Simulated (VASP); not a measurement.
# C (Fd-3m) in VASP: G0W0 quasiparticle levels with PBE

Aim: the G0W0 quasiparticle levels of C with PBE.

Program: VASP 6.6.1. These are calculated values, not measurements. Logs are shortened: lines on timing, memory, paths and dates and some standing lists are left out, and cuts for length are marked.

### Step 1. The cell of the first run

Symmetry: Fd-3m, No. 227, cubic system. Conventional cell: a = 3.418 Å, b = 3.418 Å, c = 3.418 Å, α = 90.00°, β = 90.00°, γ = 90.00°. C (site symmetry -43m) has 4 C at 1.48 Å within 2.0 Å.

### Step 2. G0W0 quasiparticle levels, PBE

Input file POSCAR:

```
C
1.0
    0.0000000000      1.7089191777      1.7089191777
    1.7089191777      0.0000000000      1.7089191777
    1.7089191777      1.7089191777      0.0000000000
C
2
Direct
    0.0000000000      0.0000000000      0.0000000000
    0.2500000000      0.2500000000      0.2500000000
```

Input file INCAR.step1:

```
SYSTEM = C
PREC = Accurate
ENCUT = 500
EDIFF = 1E-8
ISMEAR = 0
SIGMA = 0.01
LREAL = .FALSE.
LASPH = .TRUE.
NELM = 60
ALGO = Normal
LWAVE = .TRUE.
LCHARG = .FALSE.
GGA = PE
```

Input file INCAR.step2:

```
SYSTEM = C
PREC = Accurate
ENCUT = 500
EDIFF = 1E-8
ISMEAR = 0
SIGMA = 0.01
LREAL = .FALSE.
LASPH = .TRUE.
NELM = 1
ALGO = Exact
LWAVE = .TRUE.
LCHARG = .FALSE.
GGA = PE
NBANDS = 45
LOPTICS = .TRUE.
ISTART = 1
```

Input file INCAR.step3:

```
SYSTEM = C
PREC = Accurate
ENCUT = 500
EDIFF = 1E-8
ISMEAR = 0
SIGMA = 0.01
LREAL = .FALSE.
LASPH = .TRUE.
ALGO = EVGW0
LWAVE = .FALSE.
LCHARG = .FALSE.
GGA = PE
NELMGW = 1
NBANDS = 45
ENCUTGW = 150.0
NOMEGA = 48
PRECFOCK = Fast
ISTART = 1
NBANDSGW = 12
```

Input file KPOINTS:

```
regular mesh
0
G
  6 6 6
  0 0 0
```

Potentials or basis: VASP PAW PBE potentials, release 64 (C_GW).

The run is started by

```
$ cat potpaw_PBE.64/C_GW/POTCAR > POTCAR
$ cp INCAR.step1 INCAR
$ mpirun -np 1 vasp_std > vasp.out
$ cp INCAR.step2 INCAR
$ mpirun -np 1 vasp_std > vasp.out
$ cp INCAR.step3 INCAR
$ mpirun -np 1 vasp_std > vasp.out
```

OUTCAR:

```text
SYSTEM = C
   PREC = Accurate
   ENCUT = 500
   EDIFF = 1E-8
   ISMEAR = 0
   LREAL = .FALSE.
   LASPH = .TRUE.
   GGA = PE
   NELMGW = 1
   ENCUTGW = 150.0
   PRECFOCK = Fast
   ISTART = 1

 ion  position               nearest neighbor table
   1  0.000  0.000  0.000-   2 1.48   2 1.48   2 1.48   2 1.48
   2  0.250  0.250  0.250-   1 1.48   1 1.48   1 1.48   1 1.48

  LATTYP: Found a face centered cubic cell.
 ALAT       =     3.4178383554

  Lattice vectors:

 A1 = (   0.0000000000,   1.7089191777,   1.7089191777)
 A2 = (   1.7089191777,   0.0000000000,   1.7089191777)
 A3 = (   1.7089191777,   1.7089191777,   0.0000000000)

Analysis of symmetry for initial positions (statically):
=====================================================================
 Subroutine PRICEL returns:
 Original cell was already a primitive cell.

 Routine SETGRP: Setting up the symmetry group for a
 face centered cubic supercell.

 Subroutine GETGRP returns: Found 48 space group operations
 (whereof 24 operations were pure point group operations)
 out of a pool of 48 trial point group operations.

The static configuration has the point symmetry T_d .
 The point group associated with its full space group is O_h .

Analysis of symmetry for dynamics (positions and initial velocities):
=====================================================================
 Subroutine PRICEL returns:
 Original cell was already a primitive cell.

 Routine SETGRP: Setting up the symmetry group for a
 face centered cubic supercell.

 Subroutine GETGRP returns: Found 48 space group operations
 (whereof 24 operations were pure point group operations)
 out of a pool of 48 trial point group operations.

The dynamic configuration has the point symmetry T_d .
 The point group associated with its full space group is O_h .

 Subroutine INISYM returns: Found 48 space group operations
 (whereof 24 operations are pure point group operations),
 and found     1 'primitive' translations

----------------------------------------------------------------------------------------

                                     Primitive cell

  volume of cell :       9.9815

  direct lattice vectors                    reciprocal lattice vectors
     0.000000000  1.708919178  1.708919178    -0.292582591  0.292582591  0.292582591
     1.708919178  0.000000000  1.708919178     0.292582591 -0.292582591  0.292582591
     1.708919178  1.708919178  0.000000000     0.292582591  0.292582591 -0.292582591

  length of vectors
     2.416776678  2.416776678  2.416776678     0.506767912  0.506767912  0.506767912

  position of ions in fractional coordinates (direct lattice)
     0.000000000  0.000000000  0.000000000
     0.250000000  0.250000000  0.250000000

  ion indices of the primitive-cell ions
   primitive index   ion index
                 1           1
                 2           2

----------------------------------------------------------------------------------------

 KPOINTS: regular mesh

Automatic generation of k-mesh.
 Grid dimensions read from file:
 generate k-points for:    6    6    6

 Generating k-lattice:

  Cartesian coordinates                     Fractional coordinates (reciprocal lattice)
    -0.048763765  0.048763765  0.048763765     0.166666667  0.000000000  0.000000000
     0.048763765 -0.048763765  0.048763765     0.000000000  0.166666667  0.000000000
     0.048763765  0.048763765 -0.048763765     0.000000000  0.000000000  0.166666667

  Length of vectors
     0.084461319  0.084461319  0.084461319

  Shift w.r.t. Gamma in fractional coordinates (k-lattice)
     0.000000000  0.000000000  0.000000000

 Subroutine IBZKPT returns following result:
 ===========================================

 Found     16 irreducible k-points:

 Following reciprocal coordinates:
            Coordinates               Weight
  0.000000  0.000000  0.000000      1.000000
  0.166667  0.000000  0.000000      8.000000
  0.333333  0.000000  0.000000      8.000000
  0.500000  0.000000  0.000000      4.000000
  0.166667  0.166667  0.000000      6.000000
  0.333333  0.166667  0.000000     24.000000
[... 8 lines left out ...]
 -0.333333  0.333333  0.166667     24.000000
 -0.333333  0.500000  0.166667     12.000000
   k-points           NKPTS =     16   k-points in BZ     NKDIM =    216   number of bands    NBANDS=     45
   number of dos      NEDOS =    301   number of ions     NIONS =      2
   total plane-waves  NPLWV =   5832
   dimension x,y,z NGX =    18 NGY =   18 NGZ =   18
   dimension x,y,z NGXF=    36 NGYF=   36 NGZF=   36
   ions per type =               2
   NGX,Y,Z   is equivalent  to a cutoff of  12.38, 12.38, 12.38 a.u.
   NGXF,Y,Z  is equivalent  to a cutoff of  24.76, 24.76, 24.76 a.u.
 SYSTEM =  C
   PREC   = accura    normal or accurate (medium, high low for compatibility)
   ISTART =      1    job   : 0-new  1-cont  2-samecut
   ICHARG =      0    charge: 1-file 2-atom 10-const
   ISPIN  =      1    spin polarized calculation?
   LNONCOLLINEAR =      F non collinear calculations
   LSORBIT =      F    spin-orbit coupling
   LASPH  =      T    aspherical Exc in radial PAW
   ENCUT  =  500.0 eV  36.75 Ry    6.06 a.u.   4.41  4.41  4.41*2*pi/ulx,y,z
   NELM   =     60;   NELMIN=  2; NELMDL=  0     # of ELM steps
   EDIFF  = 0.1E-07   stopping-criterion for ELM
   LREAL  =      F    real-space projection
   EDIFFG = 0.1E-06   stopping-criterion for IOM
   NSW    =      0    number of steps for IOM
   IBRION =     -1    ionic relax: 0-MD 1-quasi-New 2-CG
   NFREE  =      0    steps in history (QN), initial steepest desc. (CG)
   ISIF   =      0    stress and relaxation
   ISYM   =      3    0-nonsym 1-usesym 2-fastsym
   POTIM  = 0.5000    time-step for ionic-motion
   TEBEG  =    0.0;   TEEND  =   0.0 temperature during run
   PSTRESS=    0.0 pullay stress
   NELECT =       8.0000    total number of electrons
   NUPDOWN=      -1.0000    fix difference up-down
   EMIN   =  10.00;   EMAX   =-10.00  energy-range for DOS
   EFERMI =   0.00;   METHOD = LEGACY
   ISMEAR =     0;   SIGMA  =   0.01  broadening in eV -4-tet -1-fermi 0-gaus
   EFERMI_NEDOS =   21; number of points for ismear=-14 and -15
   IALGO  =     38    algorithm
   IMIX   =      4    mixing-type and parameters
     AMIX     =   0.40;   BMIX     =  1.00
     AMIX_MAG =   1.60;   BMIX_MAG =  1.00
  volume/ion in A,a.u.               =       4.99        33.68
  Fermi-wavevector in a.u.,A,eV,Ry     =   1.520687  2.873683 31.463342  2.312490
  Thomas-Fermi vector in A             =   2.629504
   LORBIT       =      0    0 simple, 1 ext, 2 COOP (PROOUT), +10 PAW based schemes
   GGA     = PE    functional components
   LHFCALC =     T    Hartree Fock is set to
   PRECFOCK=fast      Normal, Fast or Accurate (Low or Medium for compatibility)
   ENCUT4O =  -1.0   cutoff for four orbital integrals eV
   NKREDX  =     1    reduce k-point grid by
   NKREDY  =     1    reduce k-point grid by
   NKREDZ  =     1    reduce k-point grid by
   AEXX    =    1.0000 exact exchange contribution
   HFSCREEN=    0.0000 screening length (either q_TF or 0.3 A-1)
   HFSCREENC=   0.0000 screening length for correlation (either q_TF or 0.3 A-1)
   ENCUTFOCK=  -1.0 apply spherical cutoff to Coloumb kernel
   IVDW    =     0    specifies the selected vdW correction
   LEPSILON=     F    determine dielectric tensor
   LRPA    =     F    only Hartree local field effects (RPA)
   LRPAFORCE           =     F    calculate RPA forces
   ENCUTGW             = 150.0    cutoff for response function in eV
   ENCUTGWSOFT         = 120.0    soft cutoff for Coulomb kernel in GW response function in eV
   ENCUTLF             =  -1.0    cutoff for local field effects
   NELMGW              =     1    number of iterations in solving QP/BSE equation
   NELMHF              =     1    number of iterations in the inner HF iteration
   NKREDLFX            =     1    NKREDLFY  =   1   NKREDLFZ  =   1
 non-spin polarized calculation
 Gauss-broadening in eV      SIGMA  =   0.01
  energy-cutoff  :      500.00
  volume of cell :        9.98
 maximum number of plane-waves:       268
 NGX is ok and might be reduce to    18
  NGX = 12; NGY = 12; NGZ = 12
   NGX =  9   NGY =  9   NGZ =  9
 maximum number of plane-waves:        51

 QP shifts <psi_nk| G(iteration)W_0 |psi_nk>: iteration 1
 for sc-GW calculations column KS-energies equals QP-energies in previous step
 and V_xc(KS)=  KS-energies - (<T + V_ion + V_H > + <T+V_H+V_ion>^1  + <V_x>^1)

 k-point   1 :       0.0000    0.0000    0.0000
  band No.  KS-energies  QP-energies   sigma(KS)   V_xc(KS)     V^pw_x(r,r')   Z            occupation Imag(sigma)

      1     -11.5616     -13.2691     -17.4491     -15.2052     -26.2628       0.7609       2.0000       1.5133
      2      11.7100      11.2179     -17.8744     -17.2845     -19.7999       0.8342       2.0000       0.0793
      3      11.7100      11.2179     -17.8744     -17.2845     -19.7999       0.8342       2.0000       0.0793
      4      11.7100      11.2179     -17.8744     -17.2845     -19.7999       0.8342       2.0000       0.0793
      5      17.6564      18.9238     -14.4368     -15.9601      -9.6832       0.8320       0.0000      -0.1125
      6      17.6564      18.9238     -14.4368     -15.9601      -9.6832       0.8320       0.0000      -0.1125
      7      17.6564      18.9238     -14.4368     -15.9601      -9.6832       0.8320       0.0000      -0.1125
      8      28.0839      29.2700     -14.9679     -16.4894      -7.3911       0.7795       0.0000      -0.3364
      9      32.7369      33.2958     -11.8615     -12.5482      -4.6162       0.8138       0.0000      -0.4481
     10      39.7060      41.0023     -12.9982     -14.5463      -6.2973       0.8373       0.0000      -0.6021
     11      39.7060      41.0023     -12.9982     -14.5463      -6.2973       0.8373       0.0000      -0.6021
     12      40.7371      41.4149     -11.3441     -12.1512      -3.5346       0.8397       0.0000      -1.0740

 k-point   2 :       0.1667    0.0000    0.0000
  band No.  KS-energies  QP-energies   sigma(KS)   V_xc(KS)     V^pw_x(r,r')   Z            occupation Imag(sigma)
[... 225 lines left out ...]
      1      -1.3345      -2.7205     -18.0136     -16.2135     -24.0184       0.7699       2.0000       0.4173
      2      -1.3345      -2.7205     -18.0136     -16.2135     -24.0184       0.7699       2.0000       0.4173
      3       2.8469       1.7303     -16.9915     -15.5959     -21.0846       0.8000       2.0000       0.1953
      4       2.8469       1.7303     -16.9915     -15.5959     -21.0846       0.8000       2.0000       0.1953
      5      20.5181      21.5156     -13.3951     -14.5949      -7.8960       0.8313       0.0000      -0.1448
      6      20.5181      21.5156     -13.3951     -14.5949      -7.8960       0.8313       0.0000      -0.1448
      7      27.9748      29.5816     -14.5984     -16.6449      -7.0956       0.7852       0.0000      -0.3300
      8      27.9748      29.5816     -14.5984     -16.6449      -7.0956       0.7852       0.0000      -0.3300
      9      35.5679      37.0798     -14.0089     -15.9213      -5.7023       0.7906       0.0000      -0.6702
     10      35.5679      37.0798     -14.0089     -15.9213      -5.7023       0.7906       0.0000      -0.6702
     11      44.6068      45.8168     -12.6054     -14.0877      -4.4932       0.8163       0.0000      -1.1272
     12      44.6068      45.8168     -12.6054     -14.0877      -4.4932       0.8163       0.0000      -1.1272
```

It took 34 s on 1 thread of Intel Xeon 6975P-C (Granite Rapids), shared host; peak memory 0.18 GiB.

What came out:

```
Quasiparticle gap                                   : 5.77 eV
Least direct quasiparticle gap                      : 7.71 eV
Band gap of the starting levels on the mesh         : 4.46 eV
Least direct gap of the starting levels on the mesh : 5.95 eV
```

Caveat: the k points lie up to 0.53 Å⁻¹ apart; bands, screening cutoff and mesh are small and nothing is extrapolated, so the quasiparticle values aren't converged.
